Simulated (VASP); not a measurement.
Crystal: ZnInO.

```
Zn In O
1.0
     4.01292    0.00000    0.00000
    -2.00646    3.47529    0.00000
     0.00000    0.00000    3.54169
Zn In O
1 1 1
Direct
  0.66667 0.33333 0.50000
  0.00000 0.00000 0.50000
  0.33333 0.66667 0.00000
```

The cell was built from a structure type or drawn by symmetry, and may not be a known phase.

| Property | Result |
| --- | --- |
| Program | VASP 6.6.1 |
| Task | relaxation of cell and atoms |
| Functional | PBE |
| Potentials or basis | VASP PAW PBE potentials, release 64 (Zn, In_d, O) |
| Cutoff | 600 eV |
| k mesh | 6 × 6 × 6 |
| Occupations | gaussian, width 0.1 eV |
| Spin | no spin polarisation |

At the start: pressure 14.4 GPa; volume 16.46 Å³/atom.

Question: How do energy, volume and symmetry change on relaxing?

Answer: Over 10 steps the energy falls by 213.7 meV/atom and the volume is 17.79 Å³/atom (+8.0 %); space group P-6m2 (No. 187, to 0.1 Å) before and after.

Step by step:
```csv
step,energy change (eV),largest force (eV/Å),pressure (GPa),volume (Å³)
1,0.0000,0.0000,14.35,49.39
2,-0.5309,0.0000,-4.41,60.34
3,-0.5716,0.0000,-1.62,57.37
4,-0.5717,0.0000,-1.81,57.54
5,-0.6061,0.0000,-1.26,56.14
6,-0.6384,0.0000,-0.09,53.83
7,-0.6407,0.0000,0.51,52.89
8,-0.6408,0.0000,0.36,53.10
9,-0.6408,0.0000,0.44,53.01
10,-0.6412,0.0000,-0.13,53.36
```

Final structure:
```
CELL_PARAMETERS angstrom
4.39203 0.00000 0.00000
-2.19601 3.80361 0.00000
0.00000 0.00000 3.19410
ATOMIC_POSITIONS crystal
Zn 0.66667 0.33333 0.50000
In 0.00000 0.00000 0.50000
O 0.33333 0.66667 0.00000
```

Caveat: an odd number of electrons without spin polarisation forces a metal; a magnetic or distorted state may lie lower.
